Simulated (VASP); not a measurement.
Input of a VASP 6.6.1 run:

File INCAR:

```
  PREC = Accurate
  ENCUT = 520
  EDIFF = 1E-7
  ISMEAR = 0
  SIGMA = 0.02
  LREAL = False
  LASPH = True
  NELM = 80
  ALGO = Normal
  ISIF = 2
  LWAVE = False
  LCHARG = False
  LDIPOL = True
  IDIPOL = 3
  DIPOL = 0.5 0.5 0.306
  GGA = CA
  NBANDS = 49
```

The input KPOINTS:

```
Automatic mesh
0
Gamma
  12 12 1
```

The input POSCAR:

```
MoS2
1.0
    3.1600000000      0.0000000000      0.0000000000
   -1.5800000000      2.7366402760      0.0000000000
    0.0000000000      0.0000000000     54.6480000066
S Mo
6 3
Direct
    0.6666666667      0.3333333333      0.1677894597
    0.6666666667      0.3333333333      0.2241525450
    0.3333333333      0.6666666667      0.2776119185
    0.3333333333      0.6666666667      0.3340115626
    0.6666666667      0.3333333333      0.3874709362
    0.6666666667      0.3333333333      0.4438340215
    0.3333333333      0.6666666667      0.1959434626
    0.6666666667      0.3333333333      0.3058117406
    0.3333333333      0.6666666667      0.4156800185
```

Potentials or basis: VASP PAW LDA potentials, release 64 (S, Mo_sv).

Run with:

```console
$ cat potpaw_LDA.64/S/POTCAR potpaw_LDA.64/Mo_sv/POTCAR > POTCAR
$ mpirun -np 1 vasp_std > vasp.out
```

Problem. Predict the largest force.

Solution. 0.015 eV/Å.

Problem. Predict the band gap on the k mesh.

Solution. 0.92 eV (least direct gap 1.66 eV).

Forces in eV/Å, atoms in the order of the input:
```
S    0.000  0.000 -0.015
S    0.000  0.000  0.014
S    0.000  0.000 -0.015
S    0.000  0.000  0.015
S    0.000  0.000 -0.014
S    0.000  0.000  0.015
Mo   0.000  0.000 -0.001
Mo   0.000  0.000  0.000
Mo   0.000  0.000  0.001
```
